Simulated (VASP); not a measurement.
Wanted: the native input for a VASP 6.6.1 run.

```
Task                   : single point
Functional             : PBE
Potentials or basis    : VASP PAW PBE potentials, release 64 (Mg, S)
Cutoff                 : 520 eV
k mesh                 : 12 × 12 × 8
Occupations            : gaussian, width 0.02 eV
Spin                   : no spin polarisation
Dipole correction      : no
Further INCAR settings : ALGO = Normal; EDIFF = 1e-06; NBANDS = 11
```

The structure of MgS lies in POSCAR:

```
MgS
1.0
    3.6111460821      0.0000000000      0.0000000000
   -1.8055730411      3.1273442439      0.0000000000
    0.0000000000      0.0000000000      3.3048474020
Mg S
1 1
Direct
    0.3333333333      0.6666666667      0.5000000000
    0.0000000000      0.0000000000      0.0000000000
```

These files were run (other wordings do the same):

INCAR

```
PREC = Accurate ; ENCUT = 520
EDIFF = 1E-6 ; ISMEAR = 0
SIGMA = 0.02 ; LREAL = F
LASPH = T ; NELM = 100
ALGO = Normal ; ISIF = 2
LWAVE = F ; LCHARG = T
GGA = PE ; LELF = T
LVHAR = T ; NBANDS = 11
```

KPOINTS

```
Automatic mesh
0
Gamma
  12 12 8
```

Potentials or basis: VASP PAW PBE potentials, release 64 (Mg, S).

Command:

```sh
$ cat potpaw_PBE.64/Mg/POTCAR potpaw_PBE.64/S/POTCAR > POTCAR
$ mpirun -np 1 vasp_std > vasp.out
```

It gave:

| Quantity | Value |
| --- | --- |
| Pressure | -0.3 GPa |
| Band gap on the k mesh | 1.13 eV, indirect (least direct gap 2.11 eV) |

Wall time 21 s on 1 thread of AMD EPYC 9R45 96-Core Processor (Zen 5), on a shared host, peak memory 0.15 GiB.
